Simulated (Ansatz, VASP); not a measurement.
Nb: VASP beside Ansatz

```
Nb
1.0
    -1.66395    1.66395    1.66395
     1.66395   -1.66395    1.66395
     1.66395    1.66395   -1.66395
Nb
1
Cartesian
  0.0000 0.0000 0.0000
```

Alike in both runs: task relaxation of cell and atoms; functional revPBE; dispersion D3(BJ); k mesh 13 × 13 × 13; no spin polarisation.

|  | VASP | Ansatz |
| --- | --- | --- |
| version | VASP 6.6.1 | Ansatz 0.2.0 |
| potentials or method | VASP PAW PBE potentials, release 64 (Nb_sv), cutoff 500 eV | plane waves, PAW |
| occupations | fermi-dirac, width 0.1 eV | fermi-dirac |
| valence electrons in the cell | 13 | 13 |

|  | VASP | Ansatz | Ansatz less VASP |
| --- | --- | --- | --- |
| relaxed volume (Å³/atom) | 16.97 | 17.00 | +0.033 |
| relaxed cell length with the largest relative difference (Å) | 2.804 | 2.806 | +0.0018 |

VASP's potentials were made for PBE, not for revPBE.
